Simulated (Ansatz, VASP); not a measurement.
**W: VASP beside Ansatz**

Contents of POSCAR:

```
W
1.0
   -1.5555204111      1.5555204111      1.5555204111
    1.5555204111     -1.5555204111      1.5555204111
    1.5555204111      1.5555204111     -1.5555204111
W
1
Direct
    0.0000000000      0.0000000000      0.0000000000
```

File INCAR.step1:

```
SYSTEM = W
ALGO     = Normal         ! electronic algorithm
EDIFF    = 1E-4           ! SCF threshold, eV
ENCUT    = 520            ! plane-wave cutoff, eV
GGA      = PE             ! functional
ISMEAR   = 1              ! smearing method
LASPH    = .True.         ! aspherical terms in the spheres
LCHARG   = .False.        ! write CHGCAR
LREAL    = .False.        ! projectors in reciprocal space
LWAVE    = .True.         ! write WAVECAR
NBANDS   = 13             ! bands
NELM     = 80             ! most SCF steps
PREC     = Accurate       ! precision mode
SIGMA    = 0.05           ! smearing width, eV
```

INCAR.step2

```
SYSTEM = W
ALGO     = Normal         ! electronic algorithm
EDIFF    = 1E-6           ! SCF threshold, eV
ENCUT    = 520            ! plane-wave cutoff, eV
ISIF     = 2              ! what is computed and relaxed
ISMEAR   = 1              ! smearing method
ISTART   = 1            
LASPH    = .True.         ! aspherical terms in the spheres
LCHARG   = .False.        ! write CHGCAR
LMIXTAU  = .True.       
LREAL    = .False.        ! projectors in reciprocal space
LWAVE    = .False.        ! write WAVECAR
METAGGA  = R2SCAN         ! meta-GGA
NBANDS   = 13             ! bands
NELM     = 80             ! most SCF steps
PREC     = Accurate       ! precision mode
SIGMA    = 0.05           ! smearing width, eV
```

Contents of KPOINTS:

```
k-points
0
Gamma
  13 13 13
  0 0 0
```

Input for Ansatz:

```yaml
crystal:
  lattice:
    - [-1.555520411094155, 1.555520411094155, 1.555520411094155]
    - [1.555520411094155, -1.555520411094155, 1.555520411094155]
    - [1.555520411094155, 1.555520411094155, -1.555520411094155]
  atoms:
    - { symbol: W, position: [0.0, 0.0, 0.0] }
basis:
  ecutwfc: 550.0
kpoints:
  mp_grid:
    grid: [13, 13, 13]
hamiltonian:
  xc: r2scan
  pseudopotentials:
    kind: paw
scf:
  occupations:
    method: cold
    width: 0.05
output:
  stress: true
```

Alike in both runs: task single point; functional r2SCAN; k mesh 13 × 13 × 13; no spin polarisation.

|  | VASP | Ansatz |
| --- | --- | --- |
| version | VASP 6.6.1 | Ansatz 0.2.0 |
| potentials or method | VASP PAW PBE potentials, release 64 (W_sv), cutoff 520 eV | plane waves, PAW |
| occupations | methfessel-paxton of order 1, width 0.05 eV | cold, width 0.05 eV |
| valence electrons in the cell | 14 | 14 |

Ansatz gave:

- pressure (GPa): 19.4

Q: Which values does VASP return?

A: Pressure (GPa): 20.8.

VASP's potentials were made for PBE, not for r2SCAN.

Neither program's run includes spin-orbit coupling.
